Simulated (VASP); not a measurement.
**SnO2: single point with r2SCAN**

Crystal: SnO2.

```
CELL_PARAMETERS angstrom
4.75592 0.00000 0.00000
0.00000 5.77207 0.00000
0.00000 0.00000 5.13334
ATOMIC_POSITIONS crystal
Sn 0.50000 0.66688 0.75000
Sn 0.00000 0.83312 0.25000
Sn 0.50000 0.33312 0.25000
Sn 0.00000 0.16688 0.75000
O 0.72987 0.60668 0.07906
O 0.22987 0.89332 0.92094
O 0.77013 0.89332 0.57906
O 0.27013 0.60668 0.42094
O 0.72987 0.39332 0.57906
O 0.22987 0.10668 0.42094
O 0.77013 0.10668 0.07906
O 0.27013 0.39332 0.92094
```

This cell differs from its parent crystal: uniaxial strain along c: -2.0 %.

```
Program             : VASP 6.6.1
Task                : single point
Functional          : r2SCAN
Potentials or basis : VASP PAW PBE potentials, release 64 (Sn_d, O)
Cutoff              : 520 eV
k mesh              : 6 × 6 × 6
Occupations         : gaussian, width 0.02 eV
Spin                : no spin polarisation
```

```
Pressure               : 3.7 GPa
Largest force          : 0.105 eV/Å
Band gap on the k mesh : 2.24 eV
```

Forces in eV/Å, atoms in the order of the input:
```
Sn   0.000  0.105  0.000
Sn   0.000 -0.105  0.000
Sn   0.000 -0.105  0.000
Sn   0.000  0.105  0.000
O    0.079 -0.013  0.063
O    0.079  0.013 -0.063
O   -0.079  0.013  0.063
O   -0.079 -0.013 -0.063
O    0.079  0.013  0.063
O    0.079 -0.013 -0.063
O   -0.079 -0.013  0.063
O   -0.079  0.013 -0.063
```

Stress tensor (GPa, compression positive):
```
2.30 0.00 0.00
0.00 1.41 0.00
0.00 0.00 7.37
```

Levels at points of the mesh, in eV from the valence-band top:
```
           k point  band 50  band 51  band 52  band 53  band 54  band 55
(0.00, 0.00, 0.00)    -0.19    -0.15     0.00     2.24     7.13     7.15
(0.50, 0.00, 0.00)    -0.29    -0.10    -0.10     5.45     5.45     6.18
(0.00, 0.50, 0.00)    -0.87    -0.10    -0.10     4.93     4.93     7.91
(0.50, 0.50, 0.00)    -0.55    -0.23    -0.23     5.93     5.93     7.05
(0.00, 0.00, 0.50)    -0.23    -0.21    -0.21     5.33     5.33     7.22
(0.50, 0.00, 0.50)    -0.28    -0.28    -0.28     5.91     5.91     5.91
(0.00, 0.50, 0.50)    -0.32    -0.32    -0.32     6.49     6.49     6.49
(0.50, 0.50, 0.50)    -0.40    -0.40    -0.40     6.36     6.36     6.36
```

It took 44 min on 1 thread of Oxide Virtual Turin-like Processor (shared host), peak memory 0.5 GiB.

Caveat: the cell differs from its parent crystal (uniaxial strain along c: -2.0 %); the cell stands under pressure; the PAW data sets were made with another functional, which shifts forces and pressure a little; spin-orbit coupling is left out, which moves the levels of the heavy elements.
